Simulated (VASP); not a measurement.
# Zn4SeS3 (P-43m) in VASP: single point with PBE

Aim: the single point of Zn4SeS3 with PBE.

Program: VASP 6.6.1. These are calculated values, not measurements. Logs are shortened: lines on timing, memory, paths and dates and some standing lists are left out, and cuts for length are marked.

## Step 1: The cell of the first run

Symmetry: P-43m, No. 215, cubic system. The conventional cell has a = 5.516 Å, b = 5.516 Å, c = 5.516 Å, α = 90.00°, β = 90.00°, γ = 90.00°. Within 3.1 Å of Zn (site symmetry 3m) lie 3 S at 2.37 Å and 1 Se at 2.45 Å. Se (site symmetry -43m) has 4 Zn at 2.45 Å within 3.2 Å. Within 3.1 Å of S (site symmetry -42m) lie 4 Zn at 2.37 Å.

## Step 2: Single point, PBE

POSCAR reads:

```
Zn4SeS3
1.0
    5.5155751000      0.0000000000      0.0000000000
    0.0000000000      5.5155751000      0.0000000000
    0.0000000000      0.0000000000      5.5155751000
Zn Se S
4 1 3
Direct
    0.7436060000      0.7436060000      0.7436060000
    0.7436060000      0.2563940000      0.2563940000
    0.2563940000      0.7436060000      0.2563940000
    0.2563940000      0.2563940000      0.7436060000
    0.0000000000      0.0000000000      0.0000000000
    0.5000000000      0.5000000000      0.0000000000
    0.5000000000      0.0000000000      0.5000000000
    0.0000000000      0.5000000000      0.5000000000
```

INCAR.step1 reads:

```
SYSTEM = Zn4SeS3
PREC = Accurate
ENCUT = 520
EDIFF = 1E-7
ISMEAR = 0
SIGMA = 0.02
LREAL = .False.
LASPH = .True.
NELM = 60
ALGO = Normal
ISIF = 2
LWAVE = .False.
LCHARG = .True.
GGA = PE
NBANDS = 46
```

KPOINTS.step1 reads:

```
Automatic mesh
0
Gamma
  6 6 6
  0 0 0
```

INCAR.step2 reads:

```
SYSTEM = Zn4SeS3
PREC = Accurate
ENCUT = 520
EDIFF = 1E-7
ISMEAR = -5
SIGMA = 0.02
LREAL = .False.
LASPH = .True.
NELM = 60
ALGO = Normal
ISIF = 2
LWAVE = .False.
LCHARG = .False.
GGA = PE
LORBIT = 11
NEDOS = 1001
ICHARG = 11
```

KPOINTS.step2 reads:

```
Automatic mesh
0
Gamma
  9 9 9
  0 0 0
```

Potentials or basis: VASP PAW PBE potentials, release 64 (Zn, Se, S).

On the command line:

```console
cat potpaw_PBE.64/Zn/POTCAR potpaw_PBE.64/Se/POTCAR potpaw_PBE.64/S/POTCAR > POTCAR
cp INCAR.step1 INCAR
cp KPOINTS.step1 KPOINTS
mpirun -np 1 vasp_std > vasp.out
cp INCAR.step2 INCAR
cp KPOINTS.step2 KPOINTS
mpirun -np 1 vasp_std > vasp.out
```

OUTCAR:

```text
SYSTEM = Zn4SeS3
   PREC = Accurate
   ENCUT = 520
   EDIFF = 1E-7
   ISMEAR = -5
   LREAL = .False.
   LASPH = .True.
   NELM = 60
   ISIF = 2
   GGA = PE
   LORBIT = 11
   ICHARG = 11

 ion  position               nearest neighbor table
   1  0.744  0.744  0.744-   6 2.37   7 2.37   8 2.37   5 2.45
   2  0.744  0.256  0.256-   6 2.37   7 2.37   8 2.37   5 2.45
   3  0.256  0.744  0.256-   6 2.37   7 2.37   8 2.37   5 2.45
   4  0.256  0.256  0.744-   6 2.37   7 2.37   8 2.37   5 2.45
   5  0.000  0.000  0.000-   1 2.45   2 2.45   3 2.45   4 2.45
   6  0.500  0.500  0.000-   1 2.37   2 2.37   3 2.37   4 2.37
   7  0.500  0.000  0.500-   1 2.37   2 2.37   3 2.37   4 2.37
   8  0.000  0.500  0.500-   1 2.37   2 2.37   3 2.37   4 2.37

  LATTYP: Found a simple cubic cell.
 ALAT       =     5.5155751000

  Lattice vectors:

 A1 = (   5.5155751000,   0.0000000000,   0.0000000000)
 A2 = (   0.0000000000,   5.5155751000,   0.0000000000)
 A3 = (   0.0000000000,   0.0000000000,   5.5155751000)

Analysis of symmetry for initial positions (statically):
=====================================================================
 Subroutine PRICEL returns:
 Original cell was already a primitive cell.

 Routine SETGRP: Setting up the symmetry group for a
 simple cubic supercell.

 Subroutine GETGRP returns: Found 24 space group operations
 (whereof 24 operations were pure point group operations)
 out of a pool of 48 trial point group operations.

The static configuration has the point symmetry T_d .

Analysis of symmetry for dynamics (positions and initial velocities):
=====================================================================
 Subroutine PRICEL returns:
 Original cell was already a primitive cell.

 Routine SETGRP: Setting up the symmetry group for a
 simple cubic supercell.

 Subroutine GETGRP returns: Found 24 space group operations
 (whereof 24 operations were pure point group operations)
 out of a pool of 48 trial point group operations.

The dynamic configuration has the point symmetry T_d .

 Subroutine INISYM returns: Found 24 space group operations
 (whereof 24 operations are pure point group operations),
 and found     1 'primitive' translations

----------------------------------------------------------------------------------------

                                     Primitive cell

  volume of cell :     167.7924

  direct lattice vectors                    reciprocal lattice vectors
     5.515575100  0.000000000  0.000000000     0.181304756  0.000000000  0.000000000
     0.000000000  5.515575100  0.000000000     0.000000000  0.181304756  0.000000000
     0.000000000  0.000000000  5.515575100     0.000000000  0.000000000  0.181304756

  length of vectors
     5.515575100  5.515575100  5.515575100     0.181304756  0.181304756  0.181304756

  position of ions in fractional coordinates (direct lattice)
     0.743606000  0.743606000  0.743606000
     0.743606000  0.256394000  0.256394000
     0.256394000  0.743606000  0.256394000
     0.256394000  0.256394000  0.743606000
     0.000000000  0.000000000  0.000000000
     0.500000000  0.500000000  0.000000000
     0.500000000  0.000000000  0.500000000
     0.000000000  0.500000000  0.500000000

  ion indices of the primitive-cell ions
   primitive index   ion index
                 1           1
                 2           2
                 3           3
                 4           4
                 5           5
                 6           6
                 7           7
                 8           8

----------------------------------------------------------------------------------------

 KPOINTS: Automatic mesh

Automatic generation of k-mesh.
 Grid dimensions read from file:
 generate k-points for:    9    9    9

 Generating k-lattice:

  Cartesian coordinates                     Fractional coordinates (reciprocal lattice)
     0.020144973  0.000000000  0.000000000     0.111111111  0.000000000  0.000000000
     0.000000000  0.020144973  0.000000000     0.000000000  0.111111111  0.000000000
     0.000000000  0.000000000  0.020144973     0.000000000  0.000000000  0.111111111

  Length of vectors
     0.020144973  0.020144973  0.020144973

  Shift w.r.t. Gamma in fractional coordinates (k-lattice)
     0.000000000  0.000000000  0.000000000

 TETIRR: Found    353 inequivalent tetrahedra from     4374

 Subroutine IBZKPT returns following result:
 ===========================================

 Found     35 irreducible k-points:

 Following reciprocal coordinates:
            Coordinates               Weight
  0.000000  0.000000  0.000000      1.000000
  0.111111  0.000000  0.000000      6.000000
  0.222222  0.000000  0.000000      6.000000
  0.333333  0.000000  0.000000      6.000000
  0.444444  0.000000  0.000000      6.000000
  0.111111  0.111111  0.000000     12.000000
[... 16 lines left out ...]
  0.333333  0.333333  0.111111     24.000000
  0.444444  0.333333  0.111111     48.000000
 [... further k-points ...]
   k-points           NKPTS =     35   k-points in BZ     NKDIM =     35   number of bands    NBANDS=     43
   number of dos      NEDOS =   1001   number of ions     NIONS =      8
   total plane-waves  NPLWV =  74088
   dimension x,y,z NGX =    42 NGY =   42 NGZ =   42
   dimension x,y,z NGXF=    84 NGYF=   84 NGZF=   84
   ions per type =               4   1   3
   NGX,Y,Z   is equivalent  to a cutoff of  12.66, 12.66, 12.66 a.u.
   NGXF,Y,Z  is equivalent  to a cutoff of  25.32, 25.32, 25.32 a.u.
 SYSTEM =  Zn4SeS3
   PREC   = accura    normal or accurate (medium, high low for compatibility)
   ISTART =      0    job   : 0-new  1-cont  2-samecut
   ICHARG =     11    charge: 1-file 2-atom 10-const
   ISPIN  =      1    spin polarized calculation?
   LNONCOLLINEAR =      F non collinear calculations
   LSORBIT =      F    spin-orbit coupling
   LASPH  =      T    aspherical Exc in radial PAW
   ENCUT  =  520.0 eV  38.22 Ry    6.18 a.u.  10.26 10.26 10.26*2*pi/ulx,y,z
   NELM   =     60;   NELMIN=  2; NELMDL=  0     # of ELM steps
   EDIFF  = 0.1E-06   stopping-criterion for ELM
   LREAL  =      F    real-space projection
   EDIFFG = 0.1E-05   stopping-criterion for IOM
   NSW    =      0    number of steps for IOM
   IBRION =     -1    ionic relax: 0-MD 1-quasi-New 2-CG
   NFREE  =      0    steps in history (QN), initial steepest desc. (CG)
   ISIF   =      2    stress and relaxation
   ISYM   =      2    0-nonsym 1-usesym 2-fastsym
   POTIM  = 0.5000    time-step for ionic-motion
   TEBEG  =    0.0;   TEEND  =   0.0 temperature during run
   PSTRESS=    0.0 pullay stress
   NELECT =      72.0000    total number of electrons
   NUPDOWN=      -1.0000    fix difference up-down
   EMIN   =  10.00;   EMAX   =-10.00  energy-range for DOS
   EFERMI =   0.00;   METHOD = LEGACY
   ISMEAR =    -5;   SIGMA  =   0.02  broadening in eV -4-tet -1-fermi 0-gaus
   EFERMI_NEDOS =   21; number of points for ismear=-14 and -15
   IALGO  =     38    algorithm
   IMIX   =      4    mixing-type and parameters
     AMIX     =   0.40;   BMIX     =  1.00
     AMIX_MAG =   1.60;   BMIX_MAG =  1.00
  volume/ion in A,a.u.               =      20.97       141.54
  Fermi-wavevector in a.u.,A,eV,Ry     =   1.234795  2.333424 20.745057  1.524719
  Thomas-Fermi vector in A             =   2.369471
   LORBIT       =     11    0 simple, 1 ext, 2 COOP (PROOUT), +10 PAW based schemes
   GGA     = PE    functional components
   LHFCALC =     F    Hartree Fock is set to
   AEXX    =    0.0000 exact exchange contribution
   IVDW    =     0    specifies the selected vdW correction
   LEPSILON=     F    determine dielectric tensor
   LRPA    =     F    only Hartree local field effects (RPA)
 non-spin polarized calculation
 Fermi weights with tetrahedron method with Bloechl corrections
  energy-cutoff  :      520.00
  volume of cell :      167.79
 maximum number of plane-waves:      4554
 NGX is ok and might be reduce to    42

 number of electron      71.9999998 magnetization

 Free energy of the ion-electron system (eV)
  ---------------------------------------------------
  ext. energy  EPLUGINS =         0.00000000
  ---------------------------------------------------
  free energy    TOTEN  =       -26.52564395 eV

  energy without entropy =      -26.52564395  energy(sigma->0) =      -26.52564395

 E-fermi :   1.7859     XC(G=0):  -9.4372

 val. band max:        1.7725350568   @ k =   0.0000   0.0000   0.0000
 cond. band min:       3.5050737000   @ k =   0.0000   0.0000   0.0000
 fundamental gap:      1.7325386432
 Fermi energy:         1.7858721070

 k-point     1 :       0.0000    0.0000    0.0000
  band No.  band energies     occupation
      1     -11.2505      2.00000
      2     -10.1328      2.00000
      3     -10.1328      2.00000
      4     -10.0857      2.00000
      5      -4.5613      2.00000
      6      -4.5613      2.00000
[... 35 lines left out ...]
     42       5.6580      0.00000
     43       5.6580      0.00000

 k-point     2 :       0.1111    0.0000    0.0000
  band No.  band energies     occupation
      1     -11.2214      2.00000
      2     -10.1650      2.00000
      3     -10.1323      2.00000
      4     -10.0935      2.00000
      5      -4.5639      2.00000
      6      -4.5522      2.00000
[... 1004 lines left out ...]
 k-point    24 :       0.4444    0.3333    0.1111
  band No.  band energies     occupation
      1     -10.6429      2.00000
      2     -10.4946      2.00000
      3     -10.3038      2.00000
      4     -10.2477      2.00000
      5      -4.4853      2.00000
      6      -4.4759      2.00000
[... 35 lines left out ...]
     42       7.7608      0.00000
     43       7.9069      0.00000

 [... further k-points ...]

------------------------ aborting loop because EDIFF is reached ----------------------------------------

  FORCE on cell =-STRESS in cart. coord.  units (eV):
  Direction    XX          YY          ZZ          XY          YZ          ZX
  --------------------------------------------------------------------------------------
  -------------------------------------------------------------------------------------
  Total        0.2116186      0.2116186      0.2116186     -0.0000000     -0.0000000      0.0000000
  in kB        2.0206547      2.0206547      2.0206547     -0.0000000     -0.0000000      0.0000000
  external PRESSURE =       2.0206547 kB  Pullay stress =       0.0000000 kB

 VOLUME and BASIS-vectors are now :
 -----------------------------------------------------------------------------
  energy-cutoff  :      520.00
  volume of cell :      167.79
      direct lattice vectors                 reciprocal lattice vectors
     5.515575100  0.000000000  0.000000000     0.181304756  0.000000000  0.000000000
     0.000000000  5.515575100  0.000000000     0.000000000  0.181304756  0.000000000
     0.000000000  0.000000000  5.515575100     0.000000000  0.000000000  0.181304756

 POSITION                                       TOTAL-FORCE (eV/Angst)
 -----------------------------------------------------------------------------------
      4.10141      4.10141      4.10141        -0.002827     -0.002827     -0.002827
      4.10141      1.41416      1.41416        -0.002827      0.002827      0.002827
      1.41416      4.10141      1.41416         0.002827     -0.002827      0.002827
      1.41416      1.41416      4.10141         0.002827      0.002827     -0.002827
      0.00000      0.00000      0.00000        -0.000000      0.000000      0.000000
      2.75779      2.75779      0.00000        -0.000000      0.000000      0.000000
      2.75779      0.00000      2.75779        -0.000000      0.000000      0.000000
      0.00000      2.75779      2.75779        -0.000000      0.000000      0.000000
 -----------------------------------------------------------------------------------
    total drift:                               -0.000000     -0.000000     -0.000000

  FREE ENERGIE OF THE ION-ELECTRON SYSTEM (eV)
  ---------------------------------------------------
  free  energy   TOTEN  =       -26.5256439483 eV

  energy  without entropy=      -26.5256439483  energy(sigma->0) =      -26.52564395

 total charge

# of ion       s       p       d       tot
------------------------------------------
    1        0.516   0.447   9.794  10.757
    2        0.516   0.447   9.794  10.757
    3        0.516   0.447   9.794  10.757
    4        0.516   0.447   9.794  10.757
    5        1.435   2.442   0.030   3.906
    6        1.317   2.416   0.000   3.734
    7        1.317   2.416   0.000   3.734
    8        1.317   2.416   0.000   3.734
--------------------------------------------------
tot          7.451  11.480  39.204  58.135
```

Wall time 3.4 min (1 thread of Intel Xeon 6975P-C (Granite Rapids), shared host); peak memory 0.37 GiB.

Results:

```
Valence electrons inside the program's atomic spheres : Zn 10.76; Se 3.91; S 3.73
```

Levels at points of the mesh, in eV from the valence-band top:
| k point | band 34 | band 35 | band 36 | band 37 | band 38 | band 39 |
| --- | --- | --- | --- | --- | --- | --- |
| (0.00, 0.00, 0.00) | 0.00 | 0.00 | 0.00 | 1.73 | 3.13 | 3.44 |
